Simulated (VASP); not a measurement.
# Mg (Im-3m) in VASP: a series of runs

Runs on Mg. Level: LDA. Tasks: single point.

Program: VASP 6.6.1. These are calculated values, not measurements. Logs are shortened: lines on timing, memory, paths and dates and some standing lists are left out, and cuts for length are marked.

**1. The cell of the first run**

It takes space group Im-3m (No. 229, cubic). Conventional cell: a = 3.100 Å, b = 3.100 Å, c = 3.100 Å, α = 90.00°, β = 90.00°, γ = 90.00°. Mg (site symmetry m-3m) has 14 Mg at 2.68 to 3.10 Å within 3.5 Å.

**2. Single point, LDA**

INCAR reads:

```
PREC = Accurate
ENCUT = 520
EDIFF = 1E-6
ISMEAR = 0
SIGMA = 0.1
LREAL = False
LASPH = True
NELM = 80
ALGO = Normal
ISIF = 2
LWAVE = False
LCHARG = False
NBANDS = 7
```

KPOINTS reads:

```
Automatic mesh
0
Gamma
  20 20 20
```

POSCAR reads:

```
Mg
1.0
   -1.5499101558      1.5499101558      1.5499101558
    1.5499101558     -1.5499101558      1.5499101558
    1.5499101558      1.5499101558     -1.5499101558
Mg
1
Direct
    0.0000000000      0.0000000000      0.0000000000
```

Potentials or basis: VASP PAW LDA potentials, release 64 (Mg).

Started as:

```console
$ cat potpaw_LDA.64/Mg/POTCAR > POTCAR
$ mpirun -np 1 vasp_std > vasp.out
```

OUTCAR:

```text
PREC = Accurate
   ENCUT = 520
   EDIFF = 1E-6
   ISMEAR = 0
   LREAL = False
   LASPH = True
   NELM = 80
   ISIF = 2

 ion  position               nearest neighbor table
   1  0.000  0.000  0.000-

  LATTYP: Found a body centered cubic cell.
 ALAT       =     3.0998203116

  Lattice vectors:

 A1 = (  -1.5499101558,   1.5499101558,   1.5499101558)
 A2 = (   1.5499101558,  -1.5499101558,   1.5499101558)
 A3 = (   1.5499101558,   1.5499101558,  -1.5499101558)

Analysis of symmetry for initial positions (statically):
=====================================================================
 Subroutine PRICEL returns:
 Original cell was already a primitive cell.

 Routine SETGRP: Setting up the symmetry group for a
 body centered cubic supercell.

 Subroutine GETGRP returns: Found 48 space group operations
 (whereof 48 operations were pure point group operations)
 out of a pool of 48 trial point group operations.

The static configuration has the point symmetry O_h .

Analysis of symmetry for dynamics (positions and initial velocities):
=====================================================================
 Subroutine PRICEL returns:
 Original cell was already a primitive cell.

 Routine SETGRP: Setting up the symmetry group for a
 body centered cubic supercell.

 Subroutine GETGRP returns: Found 48 space group operations
 (whereof 48 operations were pure point group operations)
 out of a pool of 48 trial point group operations.

The dynamic configuration has the point symmetry O_h .

 Subroutine INISYM returns: Found 48 space group operations
 (whereof 48 operations are pure point group operations),
 and found     1 'primitive' translations

----------------------------------------------------------------------------------------

                                     Primitive cell

  volume of cell :      14.8929

  direct lattice vectors                    reciprocal lattice vectors
    -1.549910156  1.549910156  1.549910156     0.000000000  0.322599344  0.322599344
     1.549910156 -1.549910156  1.549910156     0.322599344  0.000000000  0.322599344
     1.549910156  1.549910156 -1.549910156     0.322599344  0.322599344  0.000000000

  length of vectors
     2.684523137  2.684523137  2.684523137     0.456224368  0.456224368  0.456224368

  position of ions in fractional coordinates (direct lattice)
     0.000000000  0.000000000  0.000000000

  ion indices of the primitive-cell ions
   primitive index   ion index
                 1           1

----------------------------------------------------------------------------------------

 KPOINTS: Automatic mesh

Automatic generation of k-mesh.
 Grid dimensions read from file:
 generate k-points for:   20   20   20

 Generating k-lattice:

  Cartesian coordinates                     Fractional coordinates (reciprocal lattice)
     0.000000000  0.016129967  0.016129967     0.050000000  0.000000000  0.000000000
     0.016129967  0.000000000  0.016129967     0.000000000  0.050000000  0.000000000
     0.016129967  0.016129967  0.000000000     0.000000000  0.000000000  0.050000000

  Length of vectors
     0.022811218  0.022811218  0.022811218

  Shift w.r.t. Gamma in fractional coordinates (k-lattice)
     0.000000000  0.000000000  0.000000000

 Subroutine IBZKPT returns following result:
 ===========================================

 Found    256 irreducible k-points:

 Following reciprocal coordinates:
            Coordinates               Weight
  0.000000  0.000000  0.000000      1.000000
  0.050000  0.000000  0.000000     12.000000
  0.100000  0.000000  0.000000     12.000000
  0.150000  0.000000  0.000000     12.000000
  0.200000  0.000000  0.000000     12.000000
  0.250000  0.000000  0.000000     12.000000
[... 16 lines left out ...]
  0.200000  0.100000  0.000000     48.000000
  0.250000  0.100000  0.000000     48.000000
 [... further k-points ...]
   k-points           NKPTS =    256   k-points in BZ     NKDIM =    256   number of bands    NBANDS=      7
   number of dos      NEDOS =    301   number of ions     NIONS =      1
   total plane-waves  NPLWV =   8000
   dimension x,y,z NGX =    20 NGY =   20 NGZ =   20
   dimension x,y,z NGXF=    40 NGYF=   40 NGZF=   40
   ions per type =               1
   NGX,Y,Z   is equivalent  to a cutoff of  12.39, 12.39, 12.39 a.u.
   NGXF,Y,Z  is equivalent  to a cutoff of  24.77, 24.77, 24.77 a.u.
 SYSTEM =  unknown system
   PREC   = accura    normal or accurate (medium, high low for compatibility)
   ISTART =      0    job   : 0-new  1-cont  2-samecut
   ICHARG =      2    charge: 1-file 2-atom 10-const
   ISPIN  =      1    spin polarized calculation?
   LNONCOLLINEAR =      F non collinear calculations
   LSORBIT =      F    spin-orbit coupling
   LASPH  =      T    aspherical Exc in radial PAW
   ENCUT  =  520.0 eV  38.22 Ry    6.18 a.u.   4.99  4.99  4.99*2*pi/ulx,y,z
   NELM   =     80;   NELMIN=  2; NELMDL= -5     # of ELM steps
   EDIFF  = 0.1E-05   stopping-criterion for ELM
   LREAL  =      F    real-space projection
   EDIFFG = 0.1E-04   stopping-criterion for IOM
   NSW    =      0    number of steps for IOM
   IBRION =     -1    ionic relax: 0-MD 1-quasi-New 2-CG
   NFREE  =      0    steps in history (QN), initial steepest desc. (CG)
   ISIF   =      2    stress and relaxation
   ISYM   =      2    0-nonsym 1-usesym 2-fastsym
   POTIM  = 0.5000    time-step for ionic-motion
   TEBEG  =    0.0;   TEEND  =   0.0 temperature during run
   PSTRESS=    0.0 pullay stress
   NELECT =       2.0000    total number of electrons
   NUPDOWN=      -1.0000    fix difference up-down
   EMIN   =  10.00;   EMAX   =-10.00  energy-range for DOS
   EFERMI =   0.00;   METHOD = LEGACY
   ISMEAR =     0;   SIGMA  =   0.10  broadening in eV -4-tet -1-fermi 0-gaus
   EFERMI_NEDOS =   21; number of points for ismear=-14 and -15
   IALGO  =     38    algorithm
   IMIX   =      4    mixing-type and parameters
     AMIX     =   0.40;   BMIX     =  1.00
     AMIX_MAG =   1.60;   BMIX_MAG =  1.00
  volume/ion in A,a.u.               =      14.89       100.50
  Fermi-wavevector in a.u.,A,eV,Ry     =   0.838349  1.584250  9.562575  0.702829
  Thomas-Fermi vector in A             =   1.952389
   LORBIT       =      0    0 simple, 1 ext, 2 COOP (PROOUT), +10 PAW based schemes
   GGA     = CA    functional components
   LHFCALC =     F    Hartree Fock is set to
   AEXX    =    0.0000 exact exchange contribution
   IVDW    =     0    specifies the selected vdW correction
   LEPSILON=     F    determine dielectric tensor
   LRPA    =     F    only Hartree local field effects (RPA)
 non-spin polarized calculation
 Gauss-broadening in eV      SIGMA  =   0.10
  energy-cutoff  :      520.00
  volume of cell :       14.89
 maximum number of plane-waves:       420
   NGX =  9   NGY =  9   NGZ =  9

 number of electron       2.0000000 magnetization

 Free energy of the ion-electron system (eV)
  ---------------------------------------------------
  ext. energy  EPLUGINS =         0.00000000
  ---------------------------------------------------
  free energy    TOTEN  =        -1.33467698 eV

  energy without entropy =       -1.33376116  energy(sigma->0) =       -1.33421907

 E-fermi :   5.2719     XC(G=0): -10.1951

 val. band max:        5.2224258152   @ k =   0.3000   0.2000   0.2000
 cond. band min:       5.2896992992   @ k =   0.3000   0.2500   0.1500
 fundamental gap:      0.0672734840
 Fermi energy:         5.2719027397

 k-point     1 :       0.0000    0.0000    0.0000
  band No.  band energies     occupation
      1      -3.8101      2.00000
      2      21.2806      0.00000
      3      21.2806      0.00000
      4      21.2806      0.00000
      5      23.9205      0.00000
      6      23.9205      0.00000
      7      25.6876      0.00000

 k-point     2 :       0.0500    0.0000    0.0000
  band No.  band energies     occupation
      1      -3.7314      2.00000
      2      20.5340      0.00000
      3      20.8581      0.00000
      4      21.1357      0.00000
      5      23.1087      0.00000
      6      23.3530      0.00000
      7      26.1857      0.00000

 k-point     3 :       0.1000    0.0000    0.0000
  band No.  band energies     occupation
      1      -3.4958      2.00000
      2      18.6437      0.00000
      3      19.9644      0.00000
      4      20.7706      0.00000
      5      22.4247      0.00000
      6      22.7292      0.00000
      7      26.6458      0.00000

 k-point     4 :       0.1500    0.0000    0.0000
  band No.  band energies     occupation
      1      -3.1052      2.00000
      2      16.4878      0.00000
      3      18.9928      0.00000
      4      20.3105      0.00000
      5      21.5374      0.00000
      6      22.5670      0.00000
      7      26.7001      0.00000

 k-point     5 :       0.2000    0.0000    0.0000
  band No.  band energies     occupation
      1      -2.5626      2.00000
      2      14.3566      0.00000
      3      18.0854      0.00000
      4      19.8444      0.00000
      5      20.7549      0.00000
      6      22.3563      0.00000
      7      26.8816      0.00000
[... 161 lines left out ...]
 k-point    22 :       0.1500    0.1000    0.0000
  band No.  band energies     occupation
      1      -2.3316      2.00000
      2      14.3450      0.00000
      3      16.0479      0.00000
      4      19.3939      0.00000
      5      21.4768      0.00000
      6      23.4950      0.00000
      7      26.3504      0.00000

 k-point    23 :       0.2000    0.1000    0.0000
  band No.  band energies     occupation
      1      -1.6438      2.00000
      2      12.4004      0.00000
      3      15.2425      0.00000
      4      18.8653      0.00000
      5      21.0632      0.00000
      6      23.5651      0.00000
      7      26.1536      0.00000

 k-point    24 :       0.2500    0.1000    0.0000
  band No.  band energies     occupation
      1      -0.8141      2.00000
      2      10.5115      0.00000
      3      14.6015      0.00000
      4      18.4050      0.00000
      5      20.6331      0.00000
      6      23.5524      0.00000
      7      26.2616      0.00000

 [... further k-points ...]
[... 5 lines left out ...]
  --------------------------------------------------------------------------------------
  -------------------------------------------------------------------------------------
  Total        2.7833869      2.7833869      2.7833869      0.0000000      0.0000000      0.0000000
  in kB      299.4364033    299.4364033    299.4364033      0.0000000      0.0000000      0.0000000
  external PRESSURE =     299.4364033 kB  Pullay stress =       0.0000000 kB

 VOLUME and BASIS-vectors are now :
 -----------------------------------------------------------------------------
  energy-cutoff  :      520.00
  volume of cell :       14.89
      direct lattice vectors                 reciprocal lattice vectors
    -1.549910156  1.549910156  1.549910156     0.000000000  0.322599344  0.322599344
     1.549910156 -1.549910156  1.549910156     0.322599344  0.000000000  0.322599344
     1.549910156  1.549910156 -1.549910156     0.322599344  0.322599344  0.000000000

 POSITION                                       TOTAL-FORCE (eV/Angst)
 -----------------------------------------------------------------------------------
      0.00000      0.00000      0.00000         0.000000      0.000000     -0.000000
 -----------------------------------------------------------------------------------
    total drift:                                0.000000      0.000000     -0.000000

  FREE ENERGIE OF THE ION-ELECTRON SYSTEM (eV)
  ---------------------------------------------------
  free  energy   TOTEN  =        -1.3346769793 eV

  energy  without entropy=       -1.3337611601  energy(sigma->0) =       -1.33421907
```

It took 12 s on 1 thread of Intel Xeon 6975P-C, shared host; peak memory 0.14 GiB.

What came out:

```
Free energy            : -1.3347 eV
Pressure               : 29.9 GPa
Band gap on the k mesh : zero (band 1 reaches 9.25 eV, above the bottom of band 2 at 4.29 eV)
```

Levels at points of the mesh, in eV from the Fermi level:
```tsv
k point	band 1	band 2	band 3	band 4
(0.00, 0.00, 0.00)	-9.08	16.01	16.01	16.01
(0.50, 0.00, 0.00)	-2.17	-0.98	10.16	13.13
(0.50, 0.50, 0.50)	3.98	3.98	5.33	5.33
```

**3. Single point, LDA**

INCAR reads:

```
SYSTEM = Mg
ALGO = Normal ; EDIFF = 1E-7
ENCUT = 520 ; ISIF = 2
ISMEAR = 0 ; LASPH = .True.
LCHARG = .False. ; LREAL = .False.
LWAVE = .False. ; NBANDS = 7
NELM = 80 ; PREC = Accurate
SIGMA = 0.1
```

KPOINTS reads:

```
k-points
0
Gamma
  20 20 20
  0 0 0
```

POSCAR is that of step 2.

Potentials or basis: VASP PAW LDA potentials, release 64 (Mg).

Started as:

```console
$ cat potpaw_LDA.64/Mg/POTCAR > POTCAR
$ mpirun -np 1 vasp_std > vasp.out
```

It took 14 s on 1 thread of Intel Xeon 6975P-C, shared host; peak memory 0.14 GiB.

It converged, with:

| Item | Value |
| --- | --- |
| Free energy | -1.3347 eV |
| Pressure | 29.9 GPa |
| Band gap on the k mesh | zero (band 1 reaches 9.25 eV, above the bottom of band 2 at 4.29 eV) |

Levels at points of the mesh, in eV from the Fermi level:
| k point | band 1 | band 2 | band 3 | band 4 | band 5 |
| --- | --- | --- | --- | --- | --- |
| (0.00, 0.00, 0.00) | -9.08 | 16.01 | 16.01 | 16.01 | 18.65 |
| (0.50, 0.00, 0.00) | -2.17 | -0.98 | 10.16 | 13.13 | 13.33 |
| (0.50, 0.50, 0.50) | 3.98 | 3.98 | 5.33 | 5.33 | 5.33 |

(Part 1 of 2 ends here.)
